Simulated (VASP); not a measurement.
# SrO (Fm-3m) in VASP: notebook

Runs on SrO. Level: PBE. Tasks: single point.

All numbers are computed with VASP 6.6.1; they aren't measurements. Logs are shortened: lines on timing, memory, paths and dates and some standing lists are left out, and cuts for length are marked.

## 1. The cell of the first run

It takes space group Fm-3m (No. 225, cubic). The conventional cell has a = 5.033 Å, b = 5.033 Å, c = 5.033 Å, α = 90.00°, β = 90.00°, γ = 90.00°. Within 3.3 Å of Sr (site symmetry m-3m) lie 6 O at 2.52 Å. O (site symmetry m-3m) has 6 Sr at 2.52 Å within 3.3 Å.

## 2. Single point, PBE

The input, INCAR:

```
SYSTEM = SrO
PREC = Accurate
ENCUT = 520
EDIFF = 1E-6
ISMEAR = -1
SIGMA = 0.05
LREAL = .FALSE.
LASPH = .TRUE.
NELM = 60
ALGO = Normal
ISIF = 2
LWAVE = .FALSE.
LCHARG = .TRUE.
GGA = PE
LELF = .TRUE.
LVHAR = .TRUE.
NBANDS = 15
```

The input, KPOINTS:

```
regular mesh
0
G
  9 9 9
  0 0 0
```

The input, POSCAR:

```
SrO
1.0
    0.0000000000      2.5163623353      2.5163623353
    2.5163623353      0.0000000000      2.5163623353
    2.5163623353      2.5163623353      0.0000000000
Sr O
1 1
Direct
    0.5000000000      0.5000000000      0.5000000000
    0.0000000000      0.0000000000      0.0000000000
```

Potentials or basis: VASP PAW PBE potentials, release 64 (Sr_sv, O).

On the command line:

```
$ cat potpaw_PBE.64/Sr_sv/POTCAR potpaw_PBE.64/O/POTCAR > POTCAR
$ mpirun -np 1 vasp_std > vasp.out
```

OUTCAR:

```text
SYSTEM = SrO
   PREC = Accurate
   ENCUT = 520
   EDIFF = 1E-6
   ISMEAR = -1
   LREAL = .FALSE.
   LASPH = .TRUE.
   NELM = 60
   ISIF = 2
   GGA = PE

 ion  position               nearest neighbor table
   1  0.500  0.500  0.500-   2 2.52   2 2.52   2 2.52   2 2.52   2 2.52   2 2.52
   2  0.000  0.000  0.000-   1 2.52   1 2.52   1 2.52   1 2.52   1 2.52   1 2.52

  LATTYP: Found a face centered cubic cell.
 ALAT       =     5.0327246706

  Lattice vectors:

 A1 = (   0.0000000000,   2.5163623353,   2.5163623353)
 A2 = (   2.5163623353,   0.0000000000,   2.5163623353)
 A3 = (   2.5163623353,   2.5163623353,   0.0000000000)

Analysis of symmetry for initial positions (statically):
=====================================================================
 Subroutine PRICEL returns:
 Original cell was already a primitive cell.

 Routine SETGRP: Setting up the symmetry group for a
 face centered cubic supercell.

 Subroutine GETGRP returns: Found 48 space group operations
[... 9 lines left out ...]

 Routine SETGRP: Setting up the symmetry group for a
 face centered cubic supercell.

 Subroutine GETGRP returns: Found 48 space group operations
[... 11 lines left out ...]
                                     Primitive cell

  volume of cell :      31.8676

  direct lattice vectors                    reciprocal lattice vectors
     0.000000000  2.516362335  2.516362335    -0.198699525  0.198699525  0.198699525
     2.516362335  0.000000000  2.516362335     0.198699525 -0.198699525  0.198699525
     2.516362335  2.516362335  0.000000000     0.198699525  0.198699525 -0.198699525

  length of vectors
     3.558673742  3.558673742  3.558673742     0.344157672  0.344157672  0.344157672

  position of ions in fractional coordinates (direct lattice)
     0.500000000  0.500000000  0.500000000
     0.000000000  0.000000000  0.000000000

  ion indices of the primitive-cell ions
   primitive index   ion index
                 1           1
                 2           2

----------------------------------------------------------------------------------------

 KPOINTS: regular mesh

Automatic generation of k-mesh.
 Grid dimensions read from file:
 generate k-points for:    9    9    9

 Generating k-lattice:

  Cartesian coordinates                     Fractional coordinates (reciprocal lattice)
    -0.022077725  0.022077725  0.022077725     0.111111111  0.000000000  0.000000000
     0.022077725 -0.022077725  0.022077725     0.000000000  0.111111111  0.000000000
     0.022077725  0.022077725 -0.022077725     0.000000000  0.000000000  0.111111111

  Length of vectors
     0.038239741  0.038239741  0.038239741

  Shift w.r.t. Gamma in fractional coordinates (k-lattice)
     0.000000000  0.000000000  0.000000000

 Subroutine IBZKPT returns following result:
 ===========================================

 Found     35 irreducible k-points:

 Following reciprocal coordinates:
            Coordinates               Weight
  0.000000  0.000000  0.000000      1.000000
  0.111111  0.000000  0.000000      8.000000
  0.222222  0.000000  0.000000      8.000000
  0.333333  0.000000  0.000000      8.000000
  0.444444  0.000000  0.000000      8.000000
  0.111111  0.111111  0.000000      6.000000
[... 16 lines left out ...]
 -0.333333  0.333333  0.000000     12.000000
  0.444444  0.444444  0.000000      6.000000
 [... further k-points ...]
   k-points           NKPTS =     35   k-points in BZ     NKDIM =     35   number of bands    NBANDS=     15
   number of dos      NEDOS =    301   number of ions     NIONS =      2
   total plane-waves  NPLWV =  21952
   dimension x,y,z NGX =    28 NGY =   28 NGZ =   28
   dimension x,y,z NGXF=    56 NGYF=   56 NGZF=   56
   ions per type =               1   1
   NGX,Y,Z   is equivalent  to a cutoff of  13.08, 13.08, 13.08 a.u.
   NGXF,Y,Z  is equivalent  to a cutoff of  26.16, 26.16, 26.16 a.u.
 SYSTEM =  SrO
   PREC   = accura    normal or accurate (medium, high low for compatibility)
   ISTART =      0    job   : 0-new  1-cont  2-samecut
   ICHARG =      2    charge: 1-file 2-atom 10-const
   ISPIN  =      1    spin polarized calculation?
   LNONCOLLINEAR =      F non collinear calculations
   LSORBIT =      F    spin-orbit coupling
   LASPH  =      T    aspherical Exc in radial PAW
   ENCUT  =  520.0 eV  38.22 Ry    6.18 a.u.   6.62  6.62  6.62*2*pi/ulx,y,z
   NELM   =     60;   NELMIN=  2; NELMDL= -5     # of ELM steps
   EDIFF  = 0.1E-05   stopping-criterion for ELM
   LREAL  =      F    real-space projection
   EDIFFG = 0.1E-04   stopping-criterion for IOM
   NSW    =      0    number of steps for IOM
   IBRION =     -1    ionic relax: 0-MD 1-quasi-New 2-CG
   NFREE  =      0    steps in history (QN), initial steepest desc. (CG)
   ISIF   =      2    stress and relaxation
   ISYM   =      2    0-nonsym 1-usesym 2-fastsym
   POTIM  = 0.5000    time-step for ionic-motion
   TEBEG  =    0.0;   TEEND  =   0.0 temperature during run
   PSTRESS=    0.0 pullay stress
   NELECT =      16.0000    total number of electrons
   NUPDOWN=      -1.0000    fix difference up-down
   EMIN   =  10.00;   EMAX   =-10.00  energy-range for DOS
   EFERMI =   0.00;   METHOD = LEGACY
   ISMEAR =    -1;   SIGMA  =   0.05  broadening in eV -4-tet -1-fermi 0-gaus
   EFERMI_NEDOS =   21; number of points for ismear=-14 and -15
   IALGO  =     38    algorithm
   IMIX   =      4    mixing-type and parameters
     AMIX     =   0.40;   BMIX     =  1.00
     AMIX_MAG =   1.60;   BMIX_MAG =  1.00
  volume/ion in A,a.u.               =      15.93       107.53
  Fermi-wavevector in a.u.,A,eV,Ry     =   1.301163  2.458841 23.035000  1.693025
  Thomas-Fermi vector in A             =   2.432314
   LORBIT       =      0    0 simple, 1 ext, 2 COOP (PROOUT), +10 PAW based schemes
   GGA     = PE    functional components
   LHFCALC =     F    Hartree Fock is set to
   AEXX    =    0.0000 exact exchange contribution
   IVDW    =     0    specifies the selected vdW correction
   LEPSILON=     F    determine dielectric tensor
   LRPA    =     F    only Hartree local field effects (RPA)
 non-spin polarized calculation
  energy-cutoff  :      520.00
  volume of cell :       31.87
 maximum number of plane-waves:       881
   NGX = 13   NGY = 13   NGZ = 13

 number of electron      15.9999997 magnetization

 Free energy of the ion-electron system (eV)
  ---------------------------------------------------
  ext. energy  EPLUGINS =         0.00000000
  ---------------------------------------------------
  free energy    TOTEN  =       -11.94915181 eV

  energy without entropy =      -11.94915181  energy(sigma->0) =      -11.94915181

 E-fermi :   3.1351     XC(G=0): -10.3353

 val. band max:        1.9808352562   @ k =   0.0000   0.0000   0.0000
 cond. band min:       5.2585450519   @ k =   0.4444   0.4444   0.0000
 fundamental gap:      3.2777097956
 Fermi energy:         3.1351376441

 k-point     1 :       0.0000    0.0000    0.0000
  band No.  band energies     occupation
      1     -30.1947      2.00000
      2     -13.1910      2.00000
      3     -11.7559      2.00000
      4     -11.7559      2.00000
      5     -11.7559      2.00000
      6       1.9808      2.00000
      7       1.9808      2.00000
      8       1.9808      2.00000
      9       6.4445      0.00000
     10       8.3274      0.00000
     11       8.3274      0.00000
     12       8.3274      0.00000
     13      10.6441      0.00000
     14      10.6441      0.00000
     15      15.0069      0.00000

 k-point     2 :       0.1111    0.0000    0.0000
  band No.  band energies     occupation
      1     -30.1736      2.00000
      2     -13.4982      2.00000
      3     -11.7671      2.00000
      4     -11.7671      2.00000
      5     -11.4985      2.00000
      6       1.5991      2.00000
      7       1.8016      2.00000
      8       1.8016      2.00000
      9       7.0249      0.00000
     10       8.1987      0.00000
     11       8.5884      0.00000
     12       8.5884      0.00000
     13      11.0067      0.00000
     14      11.0067      0.00000
     15      15.8642      0.00000

 k-point     3 :       0.2222    0.0000    0.0000
  band No.  band energies     occupation
      1     -30.1198      2.00000
      2     -14.0528      2.00000
      3     -11.7952      2.00000
      4     -11.7952      2.00000
      5     -11.0703      2.00000
      6       0.8331      2.00000
      7       1.3919      2.00000
      8       1.3919      2.00000
      9       8.1144      0.00000
     10       8.3711      0.00000
     11       9.3161      0.00000
     12       9.3161      0.00000
     13      11.9381      0.00000
     14      11.9381      0.00000
     15      17.7994      0.00000

 k-point     4 :       0.3333    0.0000    0.0000
  band No.  band energies     occupation
      1     -30.0575      2.00000
      2     -14.5341      2.00000
      3     -11.8265      2.00000
      4     -11.8265      2.00000
      5     -10.7330      2.00000
      6       0.1359      2.00000
      7       0.9837      2.00000
      8       0.9837      2.00000
      9       8.3849      0.00000
     10       9.8312      0.00000
     11      10.3050      0.00000
     12      10.3050      0.00000
     13      13.1393      0.00000
     14      13.1393      0.00000
     15      18.6318      0.00000

 k-point     5 :       0.4444    0.0000    0.0000
  band No.  band energies     occupation
      1     -30.0162      2.00000
      2     -14.8062      2.00000
      3     -11.8465      2.00000
      4     -11.8465      2.00000
      5     -10.5551      2.00000
      6      -0.2636      2.00000
      7       0.7421      2.00000
      8       0.7421      2.00000
      9       8.7500      0.00000
     10      10.8295      0.00000
     11      11.0850      0.00000
     12      11.0850      0.00000
     13      14.2911      0.00000
     14      14.2911      0.00000
     15      17.8877      0.00000

 k-point     6 :       0.1111    0.1111    0.0000
  band No.  band energies     occupation
      1     -30.1667      2.00000
      2     -13.5395      2.00000
      3     -11.8097      2.00000
      4     -11.8097      2.00000
      5     -11.4137      2.00000
      6       1.2836      2.00000
      7       1.9226      2.00000
      8       1.9226      2.00000
      9       7.0903      0.00000
     10       7.7278      0.00000
     11       8.8955      0.00000
     12       8.8955      0.00000
     13      10.8250      0.00000
     14      11.3939      0.00000
     15      16.1201      0.00000

 k-point     7 :       0.2222    0.1111    0.0000
  band No.  band energies     occupation
      1     -30.1241      2.00000
      2     -13.9124      2.00000
      3     -11.8617      2.00000
      4     -11.8377      2.00000
      5     -11.1532      2.00000
      6       0.7711      2.00000
      7       1.6371      2.00000
      8       1.7224      2.00000
      9       7.4408      0.00000
     10       7.9804      0.00000
     11       9.5185      0.00000
[... 226 lines left out ...]
      4     -12.0946      2.00000
      5     -11.6991      2.00000
      6       0.8593      2.00000
      7       1.8738      2.00000
      8       1.8738      2.00000
      9       5.7383      0.00000
     10       9.3239      0.00000
     11      11.9905      0.00000
     12      12.1258      0.00000
     13      12.1258      0.00000
     14      13.1313      0.00000
     15      19.6214      0.00000

 k-point    21 :       0.4444    0.3333    0.0000
  band No.  band energies     occupation
      1     -29.9834      2.00000
      2     -13.8827      2.00000
      3     -12.3577      2.00000
      4     -12.1286      2.00000
      5     -11.7669      2.00000
      6       1.1838      2.00000
      7       1.6693      2.00000
      8       1.7627      2.00000
      9       5.7997      0.00000
     10      10.0552      0.00000
     11      11.9487      0.00000
     12      12.3946      0.00000
     13      12.9641      0.00000
     14      14.0476      0.00000
     15      17.4751      0.00000

 k-point    22 :      -0.4444    0.3333    0.0000
  band No.  band energies     occupation
      1     -29.9646      2.00000
      2     -13.9933      2.00000
      3     -12.6422      2.00000
      4     -12.0926      2.00000
      5     -11.4749      2.00000
      6       1.1047      2.00000
      7       1.4552      2.00000
      8       1.5030      2.00000
      9       6.5899      0.00000
     10      10.4038      0.00000
     11      11.2790      0.00000
     12      12.6064      0.00000
     13      13.4415      0.00000
     14      15.9074      0.00000
     15      15.9837      0.00000

 k-point    23 :      -0.3333    0.3333    0.0000
  band No.  band energies     occupation
      1     -29.9694      2.00000
      2     -14.2433      2.00000
      3     -12.5992      2.00000
      4     -12.0014      2.00000
      5     -11.1369      2.00000
      6       0.6005      2.00000
      7       1.1076      2.00000
      8       1.5666      2.00000
      9       7.8367      0.00000
     10       9.4677      0.00000
     11      11.4696      0.00000
     12      11.9130      0.00000
     13      13.8837      0.00000
     14      15.5625      0.00000
     15      17.8810      0.00000

 k-point    24 :       0.4444    0.4444    0.0000
  band No.  band energies     occupation
      1     -29.9652      2.00000
      2     -13.4732      2.00000
      3     -12.5931      2.00000
      4     -12.1909      2.00000
      5     -12.1909      2.00000
      6       1.5454      2.00000
      7       1.9316      2.00000
      8       1.9316      2.00000
      9       5.2585      0.00000
     10      10.1794      0.00000
     11      12.5066      0.00000
     12      12.9446      0.00000
     13      13.4152      0.00000
     14      13.4152      0.00000
     15      16.9873      0.00000

 [... further k-points ...]
[... 5 lines left out ...]
  --------------------------------------------------------------------------------------
  -------------------------------------------------------------------------------------
  Total        2.1398838      2.1398838      2.1398838      0.0000000      0.0000000     -0.0000000
  in kB      107.5848837    107.5848837    107.5848837      0.0000000      0.0000000     -0.0000000
  external PRESSURE =     107.5848837 kB  Pullay stress =       0.0000000 kB

 VOLUME and BASIS-vectors are now :
 -----------------------------------------------------------------------------
  energy-cutoff  :      520.00
  volume of cell :       31.87
      direct lattice vectors                 reciprocal lattice vectors
     0.000000000  2.516362335  2.516362335    -0.198699525  0.198699525  0.198699525
     2.516362335  0.000000000  2.516362335     0.198699525 -0.198699525  0.198699525
     2.516362335  2.516362335  0.000000000     0.198699525  0.198699525 -0.198699525

 POSITION                                       TOTAL-FORCE (eV/Angst)
 -----------------------------------------------------------------------------------
      2.51636      2.51636      2.51636        -0.000000     -0.000000      0.000000
      0.00000      0.00000      0.00000         0.000000      0.000000     -0.000000
 -----------------------------------------------------------------------------------
    total drift:                                0.000000      0.000000      0.000000

  FREE ENERGIE OF THE ION-ELECTRON SYSTEM (eV)
  ---------------------------------------------------
  free  energy   TOTEN  =       -11.9491518062 eV

  energy  without entropy=      -11.9491518062  energy(sigma->0) =      -11.94915181
```

Wall time 11 s (1 thread of Intel Xeon Platinum 8488C (Sapphire Rapids), shared host); peak memory 0.16 GiB.

Results:

```yaml
Free_energy: -11.9492 eV
Pressure: 10.8 GPa
Band_gap_on_the_k_mesh: 3.28 eV, indirect (least direct gap 3.33 eV)
```

Levels at points of the mesh, in eV from the valence-band top:
```tsv
k point	band 4	band 5	band 6	band 7	band 8	band 9	band 10	band 11	band 12	band 13
(0.00, 0.00, 0.00)	-13.74	-13.74	0.00	0.00	0.00	4.46	6.35	6.35	6.35	8.66
```

(Continued in part 2 of 2.)
